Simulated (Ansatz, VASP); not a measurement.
**NiO in VASP and in Ansatz**

```
CELL_PARAMETERS angstrom
0.00000 2.09317 2.09317
2.09317 0.00000 2.09317
2.09317 2.09317 0.00000
ATOMIC_POSITIONS crystal
Ni 0.00000 0.00000 0.00000
O 0.50000 0.50000 0.50000
```

Alike in both runs: task single point; functional r2SCAN; k mesh 8 × 8 × 8; occupations gaussian, width 0.1 eV; collinear spin.

|  | VASP | Ansatz |
| --- | --- | --- |
| version | VASP 6.6.1 | Ansatz 0.2.0 |
| potentials or method | VASP PAW PBE potentials, release 64 (Ni, O), cutoff 520 eV | scalar-relativistic, plane waves, PAW |
| valence electrons in the cell | 16 | 24 |

```tsv
	VASP	Ansatz	Ansatz less VASP
gap on the k mesh at the Fermi level (eV)	0.74	0.82	+0.083
least direct gap on the mesh (eV)	1.75	1.83	+0.078
pressure (GPa)	0.4	0.4	-0.06
net moment per atom (μB)	1.00	1.00	0.000
size of the moment on the site where the two differ most (μB)	1.69	1.67	-0.024
```

VASP's potentials were made for PBE, not for r2SCAN. Site moments also hang on the region over which each program counts them. The functional is the same, so the differences come from potentials, cutoffs and numerics. VASP's potentials hold 16 valence electrons a cell and Ansatz's 24, so a difference there can come from the potentials and not from the codes. Ansatz's warnings: stability check not made.
